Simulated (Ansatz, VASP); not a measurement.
**LaB6: VASP beside Ansatz**

```xyz
7
Lattice="4.1570 0.0000 0.0000 0.0000 4.1570 0.0000 0.0000 0.0000 4.1570" Properties=species:S:1:pos:R:3 pbc="T T T"
La    0.0000    0.0000    0.0000
B     0.8210    2.0785    2.0785
B     2.0785    0.8210    2.0785
B     3.3360    2.0785    2.0785
B     2.0785    3.3360    2.0785
B     2.0785    2.0785    0.8210
B     2.0785    2.0785    3.3360
```

Alike in both runs: task relaxation of cell and atoms; functional PBEsol; k mesh 8 × 8 × 8; occupations fermi-dirac, width 0.1 eV; no spin polarisation.

|  | VASP | Ansatz |
| --- | --- | --- |
| version | VASP 6.6.1 | Ansatz 0.2.0 |
| potentials or method | VASP PAW PBE potentials, release 64 (La, B), cutoff 600 eV | PAW plane waves |
| valence electrons in the cell | 29 | 29 |

VASP gave:

```
gap on the k mesh at the Fermi level, each at its own relaxed structure (eV)  : none
relaxed volume (Å³/atom)                                                      : 10.07
relaxed length of the cell vector where the two differ most in proportion (Å) : 4.131
```

Problem. Which values does Ansatz return?

Solution. gap on the k mesh at the Fermi level, each at its own relaxed structure (eV): none; relaxed volume (Å³/atom): 10.06; relaxed length of the cell vector where the two differ most in proportion (Å): 4.130.

VASP's potentials were made for PBE, not for PBEsol, and Ansatz warns of the same on its side. A gap of «none» marks a metal or a gap that the smearing closes.

Spin-orbit coupling is off throughout.
